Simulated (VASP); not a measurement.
Input of a VASP 6.6.1 run:

Contents of INCAR:

```
SYSTEM = As
PREC     = Accurate       ! precision mode
ENCUT    = 520            ! plane-wave cutoff, eV
EDIFF    = 1E-6           ! SCF threshold, eV
ISMEAR   = -1             ! smearing method
SIGMA    = 0.05           ! smearing width, eV
LREAL    = .False.        ! projectors in reciprocal space
LASPH    = .True.         ! aspherical terms in the spheres
NELM     = 80             ! most SCF steps
ALGO     = Normal         ! electronic algorithm
ISIF     = 2              ! what is computed and relaxed
LWAVE    = .False.        ! write WAVECAR
LCHARG   = .True.         ! write CHGCAR
GGA      = PS             ! functional
LELF     = .True.         ! ELF
LVHAR    = .True.       
NBANDS   = 18             ! bands
```

KPOINTS

```
regular mesh
0
Gamma
  8 8 6
  0 0 0
```

File POSCAR:

```
As
1.0
    1.8233812703     -4.9525861812      0.0000000000
    1.8233812703      4.9525861812      0.0000000000
    0.0000000000      0.0000000000      3.6905075039
As
4
Direct
    0.3781539443      0.6218460557      0.5255937635
    0.8781539443      0.1218460557      0.9744062365
    0.6218460557      0.3781539443      0.4744062365
    0.1218460557      0.8781539443      0.0255937635
```

Potentials or basis: VASP PAW PBE potentials, release 64 (As).

Run with:

```console
$ cat potpaw_PBE.64/As/POTCAR > POTCAR
$ mpirun -np 1 vasp_std > vasp.out
```

Q: Predict the pressure.

A: 20.9 GPa.

Q: Estimate the largest force.

A: 0.086 eV/Å.

Q: Predict the band gap on the k mesh.

A: Zero (bands 10 and 11 overlap by 1.50 eV).

Forces on the atoms (eV/Å):
```
As   0.000  0.070 -0.050
As   0.000  0.070  0.050
As   0.000 -0.070  0.050
As   0.000 -0.070 -0.050
```

Caveat: the cell stands under pressure; the PAW data sets were made with another functional, which shifts forces and pressure a little.
